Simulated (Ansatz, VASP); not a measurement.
# BaS: VASP beside Ansatz

INCAR

```
  PREC = Accurate
  ENCUT = 520
  EDIFF = 1E-6
  ISMEAR = -1
  SIGMA = 0.02
  LREAL = F
  LASPH = T
  NELM = 80
  ALGO = Normal
  ISIF = 2
  LWAVE = F
  LCHARG = T
  GGA = PE
  LELF = T
  LVHAR = T
  NBANDS = 15
```

The input KPOINTS:

```
regular mesh
0
Gamma
  8 8 8
```

The input POSCAR:

```
BaS
1.0
    0.0000000000      3.1937500000      3.1937500000
    3.1937500000      0.0000000000      3.1937500000
    3.1937500000      3.1937500000      0.0000000000
Ba S
1 1
Direct
    0.0000000000      0.0000000000      0.0000000000
    0.5000000000      0.5000000000      0.5000000000
```

Input for Ansatz:

```yaml
crystal:
  lattice:
    - [0.0, 3.19375, 3.19375]
    - [3.19375, 0.0, 3.19375]
    - [3.19375, 3.19375, 0.0]
  atoms:
    - { symbol: Ba, position: [0.0, 0.0, 0.0] }
    - { symbol: S, position: [0.5, 0.5, 0.5] }
kpoints:
  mp_grid: { grid: [8, 8, 8] }
  band_path:
    path:
      - [0.0, 0.0, 0.0]
      - [0.5, 0.0, 0.5]
      - [0.625, 0.25, 0.625]
      - [0.375, 0.375, 0.75]
      - [0.0, 0.0, 0.0]
      - [0.5, 0.5, 0.5]
      - [0.5, 0.25, 0.75]
      - [0.5, 0.0, 0.5]
    npoints: 5
scf:
  occupations: { method: fermi_dirac, width: 0.02 }
hamiltonian:
  xc: pbe
  pseudopotentials:
    kind: all_electron
    lapw: { basis_error: 0.00025 }
    relativity: none
output:
  forces: true
  stress: true
  eigenvalues: true
```

Alike in both runs: task single point; functional PBE; k mesh 8 × 8 × 8; occupations fermi-dirac, width 0.02 eV; no spin polarisation.

```csv
,VASP,Ansatz
version,VASP 6.6.1,Ansatz 0.2.0
potentials or method,"VASP PAW PBE potentials, release 64 (Ba_sv, S), cutoff 520 eV","all-electron LAPW, non-relativistic"
```

VASP gave:

* gap on the k mesh at the Fermi level (eV): 2.11
* pressure (GPa): 1.4

Question: Estimate Ansatz's values.

Answer: gap on the k mesh at the Fermi level (eV): 2.06; pressure (GPa): 1.1.

Ansatz ran all-electron here, and VASP with PAW potentials.

Spin-orbit coupling is off throughout.
